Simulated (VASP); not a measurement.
# Ta2N in VASP: notebook, part 3 of 3

VASP 6.6.1. Earlier steps stand in the parts before.

### Step 4. Single point, PBEsol

This run uses another cell than the first one, of 13.62 Å³/atom.

INCAR reads:

```
SYSTEM = Ta2N
ALGO = Normal ; EDIFF = 1E-6
ENCUT = 520 ; GGA = PS
ISIF = 2 ; ISMEAR = -1
LASPH = .TRUE. ; LCHARG = .TRUE.
LELF = .TRUE. ; LREAL = .FALSE.
LVHAR = .TRUE. ; LWAVE = .FALSE.
NBANDS = 20 ; NELM = 80
PREC = Accurate ; SIGMA = 0.02
```

KPOINTS reads:

```
k-points
0
G
  15 15 9
  0 0 0
```

POSCAR reads:

```
Ta2N
1.0
    3.1128615060      0.0000000000      0.0000000000
   -1.5564307530      2.6958171426      0.0000000000
    0.0000000000      0.0000000000      4.8698410000
Ta N
2 1
Direct
    0.3333333333      0.6666666667      0.2752455513
    0.6666666667      0.3333333333      0.7452890000
    0.0000000000      0.0000000000      0.0000000000
```

Potentials or basis: VASP PAW PBE potentials, release 64 (Ta_pv, N).

The run is started by

```
cat potpaw_PBE.64/Ta_pv/POTCAR potpaw_PBE.64/N/POTCAR > POTCAR
mpirun -np 1 vasp_std > vasp.out
```

OUTCAR:

```text
SYSTEM = Ta2N
   EDIFF = 1E-6
   ENCUT = 520
   GGA = PS
   ISIF = 2
   ISMEAR = -1
   LASPH = .TRUE.
   LREAL = .FALSE.
   NELM = 80
   PREC = Accurate

 ion  position               nearest neighbor table
   1  0.333  0.667  0.275-   3 2.24   3 2.24   3 2.24   2 2.91   2 2.91   2 2.91   2 3.14   2 3.14
                             2 3.14
   2  0.667  0.333  0.745-   3 2.18   3 2.18   3 2.18   1 2.91   1 2.91   1 2.91   1 3.14   1 3.14
                             1 3.14
   3  0.000  0.000  0.000-   2 2.18   2 2.18   2 2.18   1 2.24   1 2.24   1 2.24

  LATTYP: Found a hexagonal cell.
 ALAT       =     3.1128615060
 C/A-ratio  =     1.5644258476

  Lattice vectors:

 A1 = (   3.1128615060,   0.0000000000,   0.0000000000)
 A2 = (  -1.5564307530,   2.6958171426,   0.0000000000)
 A3 = (   0.0000000000,   0.0000000000,   4.8698410000)

Analysis of symmetry for initial positions (statically):
=====================================================================
 Subroutine PRICEL returns:
 Original cell was already a primitive cell.

 Routine SETGRP: Setting up the symmetry group for a
 hexagonal supercell.

 Subroutine GETGRP returns: Found  6 space group operations
 (whereof  6 operations were pure point group operations)
 out of a pool of 24 trial point group operations.

The static configuration has the point symmetry C_3v.

Analysis of symmetry for dynamics (positions and initial velocities):
=====================================================================
 Subroutine PRICEL returns:
 Original cell was already a primitive cell.

 Routine SETGRP: Setting up the symmetry group for a
 hexagonal supercell.

 Subroutine GETGRP returns: Found  6 space group operations
 (whereof  6 operations were pure point group operations)
 out of a pool of 24 trial point group operations.

The dynamic configuration has the point symmetry C_3v.

 Subroutine INISYM returns: Found  6 space group operations
 (whereof  6 operations are pure point group operations),
 and found     1 'primitive' translations

----------------------------------------------------------------------------------------

                                     Primitive cell

  volume of cell :      40.8663

  direct lattice vectors                    reciprocal lattice vectors
     3.112861506  0.000000000  0.000000000     0.321247829  0.185472520  0.000000000
    -1.556430753  2.695817143  0.000000000     0.000000000  0.370945041  0.000000000
     0.000000000  0.000000000  4.869841000     0.000000000  0.000000000  0.205345513

  length of vectors
     3.112861506  3.112861506  4.869841000     0.370945041  0.370945041  0.205345513

  position of ions in fractional coordinates (direct lattice)
     0.333333333  0.666666667  0.275245551
     0.666666667  0.333333333  0.745289000
     0.000000000  0.000000000  0.000000000

  ion indices of the primitive-cell ions
   primitive index   ion index
                 1           1
                 2           2
                 3           3

----------------------------------------------------------------------------------------

 KPOINTS: k-points

Automatic generation of k-mesh.
 Grid dimensions read from file:
 generate k-points for:   15   15    9

 Generating k-lattice:

  Cartesian coordinates                     Fractional coordinates (reciprocal lattice)
     0.021416522  0.012364835  0.000000000     0.066666667  0.000000000  0.000000000
     0.000000000  0.024729669  0.000000000     0.000000000  0.066666667  0.000000000
     0.000000000  0.000000000  0.022816168     0.000000000  0.000000000  0.111111111

  Length of vectors
     0.024729669  0.024729669  0.022816168

  Shift w.r.t. Gamma in fractional coordinates (k-lattice)
     0.000000000  0.000000000  0.000000000

 Subroutine IBZKPT returns following result:
 ===========================================

 Found    211 irreducible k-points:

 Following reciprocal coordinates:
            Coordinates               Weight
  0.000000  0.000000  0.000000      1.000000
  0.066667  0.000000  0.000000      6.000000
  0.133333  0.000000  0.000000      6.000000
  0.200000  0.000000  0.000000      6.000000
  0.266667  0.000000  0.000000      6.000000
  0.333333 -0.000000  0.000000      6.000000
[... 16 lines left out ...]
  0.333333  0.200000  0.000000     12.000000
  0.400000  0.200000  0.000000      6.000000
 [... further k-points ...]
   k-points           NKPTS =    211   k-points in BZ     NKDIM =    211   number of bands    NBANDS=     20
   number of dos      NEDOS =    301   number of ions     NIONS =      3
   total plane-waves  NPLWV =  20736
   dimension x,y,z NGX =    24 NGY =   24 NGZ =   36
   dimension x,y,z NGXF=    48 NGYF=   48 NGZF=   72
   ions per type =               2   1
   NGX,Y,Z   is equivalent  to a cutoff of  12.82, 12.82, 12.29 a.u.
   NGXF,Y,Z  is equivalent  to a cutoff of  25.63, 25.63, 24.58 a.u.
 SYSTEM =  Ta2N
   PREC   = accura    normal or accurate (medium, high low for compatibility)
   ISTART =      0    job   : 0-new  1-cont  2-samecut
   ICHARG =      2    charge: 1-file 2-atom 10-const
   ISPIN  =      1    spin polarized calculation?
   LNONCOLLINEAR =      F non collinear calculations
   LSORBIT =      F    spin-orbit coupling
   LASPH  =      T    aspherical Exc in radial PAW
   ENCUT  =  520.0 eV  38.22 Ry    6.18 a.u.   5.79  5.79  9.05*2*pi/ulx,y,z
   NELM   =     80;   NELMIN=  2; NELMDL= -5     # of ELM steps
   EDIFF  = 0.1E-05   stopping-criterion for ELM
   LREAL  =      F    real-space projection
   EDIFFG = 0.1E-04   stopping-criterion for IOM
   NSW    =      0    number of steps for IOM
   IBRION =     -1    ionic relax: 0-MD 1-quasi-New 2-CG
   NFREE  =      0    steps in history (QN), initial steepest desc. (CG)
   ISIF   =      2    stress and relaxation
   ISYM   =      2    0-nonsym 1-usesym 2-fastsym
   POTIM  = 0.5000    time-step for ionic-motion
   TEBEG  =    0.0;   TEEND  =   0.0 temperature during run
   PSTRESS=    0.0 pullay stress
   NELECT =      27.0000    total number of electrons
   NUPDOWN=      -1.0000    fix difference up-down
   EMIN   =  10.00;   EMAX   =-10.00  energy-range for DOS
   EFERMI =   0.00;   METHOD = LEGACY
   ISMEAR =    -1;   SIGMA  =   0.02  broadening in eV -4-tet -1-fermi 0-gaus
   EFERMI_NEDOS =   21; number of points for ismear=-14 and -15
   IALGO  =     38    algorithm
   IMIX   =      4    mixing-type and parameters
     AMIX     =   0.40;   BMIX     =  1.00
     AMIX_MAG =   1.60;   BMIX_MAG =  1.00
  volume/ion in A,a.u.               =      13.62        91.93
  Fermi-wavevector in a.u.,A,eV,Ry     =   1.425852  2.694469 27.661374  2.033054
  Thomas-Fermi vector in A             =   2.546192
   LORBIT       =      0    0 simple, 1 ext, 2 COOP (PROOUT), +10 PAW based schemes
   GGA     = PS    functional components
   LHFCALC =     F    Hartree Fock is set to
   AEXX    =    0.0000 exact exchange contribution
   IVDW    =     0    specifies the selected vdW correction
   LEPSILON=     F    determine dielectric tensor
   LRPA    =     F    only Hartree local field effects (RPA)
 non-spin polarized calculation
  energy-cutoff  :      520.00
  volume of cell :       40.87
 maximum number of plane-waves:      1115
   NGX = 11   NGY = 11   NGZ = 19

 number of electron      26.9999999 magnetization

 Free energy of the ion-electron system (eV)
  ---------------------------------------------------
  ext. energy  EPLUGINS =         0.00000000
  ---------------------------------------------------
  free energy    TOTEN  =       -36.35640246 eV

  energy without entropy =      -36.35450428  energy(sigma->0) =      -36.35545337

 E-fermi :   7.2949     XC(G=0): -12.9861

 val. band max:        7.2904429989   @ k =  -0.0667   0.3333   0.1111
 cond. band min:       7.2966516275   @ k =   0.0667   0.0667   0.2222
 fundamental gap:      0.0062086287
 Fermi energy:         7.2949132228

 k-point     1 :       0.0000    0.0000    0.0000
  band No.  band energies     occupation
      1     -28.3204      2.00000
      2     -27.5996      2.00000
      3     -27.5996      2.00000
      4     -27.4585      2.00000
      5     -27.4585      2.00000
      6     -27.3489      2.00000
[... 12 lines left out ...]
     19       8.1468      0.00000
[... 513 lines left out ...]
      4     -27.8000      2.00000
      5     -27.6640      2.00000
      6     -27.6220      2.00000
[... 12 lines left out ...]
     19      11.5704      0.00000
     20      13.4274      0.00000

 [... further k-points ...]

------------------------ aborting loop because EDIFF is reached ----------------------------------------

  FORCE on cell =-STRESS in cart. coord.  units (eV):
  Direction    XX          YY          ZZ          XY          YZ          ZX
  --------------------------------------------------------------------------------------
  -------------------------------------------------------------------------------------
  Total       -2.8158736     -2.8158736     -1.9012248      0.0000000     -0.0000000      0.0000000
  in kB     -110.3973705   -110.3973705    -74.5382257      0.0000000     -0.0000000      0.0000000
  external PRESSURE =     -98.4443223 kB  Pullay stress =       0.0000000 kB

 VOLUME and BASIS-vectors are now :
 -----------------------------------------------------------------------------
  energy-cutoff  :      520.00
  volume of cell :       40.87
      direct lattice vectors                 reciprocal lattice vectors
     3.112861506  0.000000000  0.000000000     0.321247829  0.185472520  0.000000000
    -1.556430753  2.695817143  0.000000000     0.000000000  0.370945041  0.000000000
     0.000000000  0.000000000  4.869841000     0.000000000  0.000000000  0.205345513

 POSITION                                       TOTAL-FORCE (eV/Angst)
 -----------------------------------------------------------------------------------
     -0.00000      1.79721      1.34040         0.000000     -0.000000     -1.812671
      1.55643      0.89861      3.62944        -0.000000      0.000000      1.152395
      0.00000      0.00000      0.00000        -0.000000     -0.000000      0.660275
 -----------------------------------------------------------------------------------
    total drift:                                0.000000      0.000000      0.000487

  FREE ENERGIE OF THE ION-ELECTRON SYSTEM (eV)
  ---------------------------------------------------
  free  energy   TOTEN  =       -36.3564024633 eV

  energy  without entropy=      -36.3545042848  energy(sigma->0) =      -36.35545337
```

OSZICAR:

```text
N       E                     dE             d eps       ncg     rms          rms(c)
DAV:   1     0.211678584038E+03    0.21168E+03   -0.15046E+04  8440   0.139E+03
DAV:   2    -0.298851822187E+02   -0.24156E+03   -0.23519E+03  9588   0.397E+02
DAV:   3    -0.392747511229E+02   -0.93896E+01   -0.92228E+01 10636   0.706E+01
DAV:   4    -0.393988505975E+02   -0.12410E+00   -0.12364E+00 10208   0.774E+00
DAV:   5    -0.394003826005E+02   -0.15320E-02   -0.15309E-02 10580   0.698E-01    0.257E+01
DAV:   6    -0.367836670934E+02    0.26167E+01   -0.14237E+01 11012   0.233E+01    0.122E+01
DAV:   7    -0.364319892620E+02    0.35168E+00   -0.18669E+00  9680   0.894E+00    0.646E+00
DAV:   8    -0.363645658861E+02    0.67423E-01   -0.36788E-01  9972   0.505E+00    0.556E-01
DAV:   9    -0.363581401617E+02    0.64257E-02   -0.59107E-02 11248   0.229E+00    0.278E-01
DAV:  10    -0.363566378794E+02    0.15023E-02   -0.91281E-03 10800   0.916E-01    0.165E-01
DAV:  11    -0.363564279710E+02    0.20991E-03   -0.14916E-03 11048   0.333E-01    0.446E-02
DAV:  12    -0.363564015901E+02    0.26381E-04   -0.17883E-04  9788   0.918E-02    0.172E-02
DAV:  13    -0.363564029248E+02   -0.13348E-05   -0.10253E-05  9644   0.279E-02    0.568E-03
DAV:  14    -0.363564024633E+02    0.46152E-06   -0.13972E-06  5248   0.943E-03
   1 F= -.36356402E+02 E0= -.36355453E+02  d E =-.189818E-02
```

Run time: 3.2 min. Hardware: 1 thread of Intel Xeon 8259CL, shared host; peak memory 0.28 GiB.

Results:

```yaml
Free_energy: -36.3564 eV
Pressure: -9.8 GPa
Largest_force: 1.813 eV/Å
Band_gap_on_the_k_mesh: zero (an odd number of electrons rules out a gap without spin polarisation)
```

Forces on the atoms (eV/Å):
```
Ta   0.000  0.000 -1.813
Ta   0.000  0.000  1.152
N    0.000  0.000  0.660
```

Levels at points of the mesh, in eV from the Fermi level:
```
           k point  band 9  band 10  band 11  band 12  band 13  band 14  band 15  band 16  band 17  band 18
(0.00, 0.00, 0.00)   -5.59    -5.59    -5.04    -0.69    -0.32    -0.32     0.12     0.44     0.44     0.85
```

Caveat: the cell stands under tension; the PAW data sets were made with another functional, which shifts forces and pressure a little; spin-orbit coupling is left out, which moves the levels of the heavy elements.

### Step 5. Single point, PBEsol

This run uses another cell than the first one, of 14.03 Å³/atom.

INCAR reads:

```
SYSTEM = Ta2N
ALGO     = Normal         ! electronic algorithm
EDIFF    = 1E-7           ! SCF threshold, eV
ENCUT    = 520            ! plane-wave cutoff, eV
GGA      = PS             ! functional
ISIF     = 2              ! what is computed and relaxed
ISMEAR   = -1             ! smearing method
LASPH    = .True.         ! aspherical terms in the spheres
LCHARG   = .False.        ! write CHGCAR
LREAL    = .False.        ! projectors in reciprocal space
LWAVE    = .False.        ! write WAVECAR
NBANDS   = 20             ! bands
NELM     = 80             ! most SCF steps
PREC     = Accurate       ! precision mode
SIGMA    = 0.02           ! smearing width, eV
```

KPOINTS reads:

```
k-points
0
Gamma
  15 15 9
  0 0 0
```

POSCAR reads:

```
Ta2N
1.0
    3.1436839215      0.0000000000      0.0000000000
   -1.5718419607      2.7225101374      0.0000000000
    0.0000000000      0.0000000000      4.9180603835
Ta N
2 1
Direct
    0.3333333333      0.6666666667      0.2547110000
    0.6666666667      0.3333333333      0.7452890000
    0.0000000000      0.0000000000      0.0000000000
```

The run is started by

```
cat potpaw_PBE.64/Ta_pv/POTCAR potpaw_PBE.64/N/POTCAR > POTCAR
mpirun -np 1 vasp_std > vasp.out
```

Run time: 4 min. Hardware: 1 thread of Intel Xeon 8259CL, shared host; peak memory 0.29 GiB.

Results (log left out):

```yaml
Free_energy: -36.3647 eV
Pressure: -16.1 GPa
Largest_force: 0.425 eV/Å
Band_gap_on_the_k_mesh: zero (an odd number of electrons rules out a gap without spin polarisation)
```

Forces in eV/Å, atoms in the order of the input:
```
Ta   0.000  0.000 -0.425
Ta   0.000  0.000  0.425
N    0.000  0.000  0.000
```

Stress tensor (GPa, compression positive):
```
-16.34   0.00   0.00
  0.00 -16.34   0.00
  0.00   0.00 -15.48
```

Levels at points of the mesh, in eV from the Fermi level:
```csv
k point,band 11,band 12,band 13,band 14,band 15,band 16
"(0.00, 0.00, 0.00)",-4.91,-0.62,-0.21,-0.21,0.27,0.27
```

Caveat: the cell stands under tension; the PAW data sets were made with another functional, which shifts forces and pressure a little; spin-orbit coupling is left out, which moves the levels of the heavy elements.

### Step 6. Overview

| cell | gap on the mesh (eV) | pressure (GPa) | largest force (eV/Å) |
| --- | --- | --- | --- |
| a = 3.081, b = 3.081, c = 4.821 Å, angles 90.0, 90.0, 120.0°, 3 atoms, atomic positions A | none | -0.1 | 0.08 |
| a = 3.113, b = 3.113, c = 4.870 Å, angles 90.0, 90.0, 120.0°, 3 atoms, atomic positions A | none | -8.7 | 0.27 |
| a = 3.113, b = 3.113, c = 4.870 Å, angles 90.0, 90.0, 120.0°, 3 atoms, atomic positions B | none | -9.8 | 1.81 |
| a = 3.144, b = 3.144, c = 4.918 Å, angles 90.0, 90.0, 120.0°, 3 atoms, atomic positions A | none | -16.1 | 0.43 |

Alike in all rows: task single point; level PBEsol; potentials or basis VASP PAW PBE potentials, release 64 (Ta_pv, N); no spin polarisation; k mesh 15 × 15 × 9; cutoff (eV) 520; smearing fermi-dirac 0.02 eV.

Caveats: the PAW data sets were made with another functional, which shifts forces and pressure a little; spin-orbit coupling is left out, which moves the levels of the heavy elements; the cell stands under tension (at least some runs).

Absolute energies hang on the potentials; compare differences alone.
